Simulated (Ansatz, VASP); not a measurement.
# Si2Mo: VASP beside Ansatz

File INCAR:

```
SYSTEM = Si2Mo
  PREC = Accurate
  ENCUT = 520
  EDIFF = 1E-8
  ISMEAR = -1
  SIGMA = 0.08
  LREAL = .FALSE.
  LASPH = .TRUE.
  NELM = 60
  ALGO = Normal
  ISIF = 2
  LWAVE = .FALSE.
  LCHARG = .FALSE.
  GGA = PS
  LEFG = .TRUE.
  NBANDS = 18
```

KPOINTS

```
regular mesh
0
G
  16 16 16
  0 0 0
```

The input POSCAR:

```
Si2Mo
1.0
   -1.6000000000      1.6000000000      3.9698050000
    1.6000000000     -1.6000000000      3.9698050000
    1.6000000000      1.6000000000     -3.9698050000
Si Mo
2 1
Direct
    0.3330000000      0.3330000000      0.0000000000
    0.6670000000      0.6670000000      0.0000000000
    0.0000000000      0.0000000000      0.0000000000
```

Input for Ansatz:

```yaml
crystal:
  lattice:
    - [-1.6, 1.6, 3.969805]
    - [1.6, -1.6, 3.969805]
    - [1.6, 1.6, -3.969805]
  atoms:
    - { symbol: Si, position: [0.333, 0.333, 0.0] }
    - { symbol: Si, position: [0.667, 0.667, 0.0] }
    - { symbol: Mo, position: [0.0, 0.0, 0.0] }
kpoints:
  mp_grid: { grid: [16, 16, 16] }
scf:
  occupations: { method: fermi_dirac, width: 0.08 }
hamiltonian:
  xc: pbesol
  pseudopotentials: { kind: all_electron, datasets: crystal }
output:
  forces: true
  stress: true
  eigenvalues: true
  efg: { contact_densities: true }
```

Change from the starting cell: zz strain of +1 %, crystal datasets.

Alike in both runs: task electric field gradients; functional PBEsol; k mesh 16 × 16 × 16; occupations fermi-dirac, width 0.08 eV; no spin polarisation.

```csv
,VASP,Ansatz
version,VASP 6.6.1,Ansatz 0.2.0
potentials or method,"VASP PAW PBE potentials, release 64 (Si, Mo_sv), cutoff 520 eV","all-electron PAW with datasets made for the crystal, scalar-relativistic"
```

Ansatz gave:

| Quantity | Value |
| --- | --- |
| pressure (GPa) | -4.9 |
| traceless stress, the component that is largest in VASP (GPa) | -3.45 |
| rms of the force components (eV/Å) | 0.163 |
| size of Vzz on the site where it differs most (V/Å²) | 47.3 |

**Question.** Estimate VASP's values.

**Answer.** Pressure (GPa): -4.6; traceless stress, the component that is largest in VASP (GPa): -3.45; rms of the force components (eV/Å): 0.161; size of Vzz on the site where it differs most (V/Å²): 46.3.

VASP's potentials were made for PBE, not for PBEsol. Atom by atom the forces differ by 0.002 eV/Å (rms over components). Ansatz ran all-electron here, and VASP with PAW potentials.
